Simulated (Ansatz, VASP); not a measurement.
# Two plane-wave programs on W

The input INCAR:

```
SYSTEM = W
PREC = Accurate
ENCUT = 500
EDIFF = 1E-6
ISMEAR = -4
SIGMA = 0.1
LREAL = .FALSE.
LASPH = .TRUE.
NELM = 120
ALGO = Normal
ISIF = 2
LWAVE = .FALSE.
LCHARG = .FALSE.
GGA = PE
IVDW = 12
NBANDS = 13
GGA_COMPAT = .FALSE.
```

File KPOINTS:

```
Automatic mesh
0
G
  18 18 18
  0 0 0
```

File POSCAR:

```
W
1.0
    0.0000000000      2.0024873812      2.0024873812
    2.0024873812      0.0000000000      2.0024873812
    2.0024873812      2.0024873812      0.0000000000
W
1
Direct
    0.0000000000      0.0000000000      0.0000000000
```

Input for Ansatz:

```yaml
crystal:
  lattice:
    - [0.0, 2.0024873812, 2.0024873812]
    - [2.0024873812, 0.0, 2.0024873812]
    - [2.0024873812, 2.0024873812, 0.0]
  atoms:
    - { symbol: W, position: [0.0, 0.0, 0.0] }
basis:
  ecutwfc: 420
kpoints:
  mp_grid: { grid: [18, 18, 18] }
hamiltonian:
  xc: pbe
  dispersion: d3bj
scf:
  occupations: { method: tetrahedron_uncorrected }
output:
  forces: true
  eigenvalues: true
  stress: true
```

Alike in both runs: task single point; functional PBE; dispersion D3(BJ); k mesh 18 × 18 × 18; no spin polarisation.

|  | VASP | Ansatz |
| --- | --- | --- |
| version | VASP 6.6.1 | Ansatz 0.2.0 |
| potentials or method | VASP PAW PBE potentials, release 64 (W_sv), cutoff 500 eV | scalar-relativistic, plane waves, PAW |
| occupations | tetrahedron | tetrahedron-uncorrected |
| valence electrons in the cell | 14 | 14 |

VASP gave:

| Item | Value |
| --- | --- |
| gap on the k mesh at the Fermi level (eV) | none |
| pressure (GPa) | 1.0 |

Task: What did Ansatz give for the same quantities?

Result: gap on the k mesh at the Fermi level (eV): none; pressure (GPa): 0.4.

A gap of «none» marks a metal or a gap that the smearing closes. Ansatz's warnings: band table not solved further.

Neither program's run includes spin-orbit coupling.
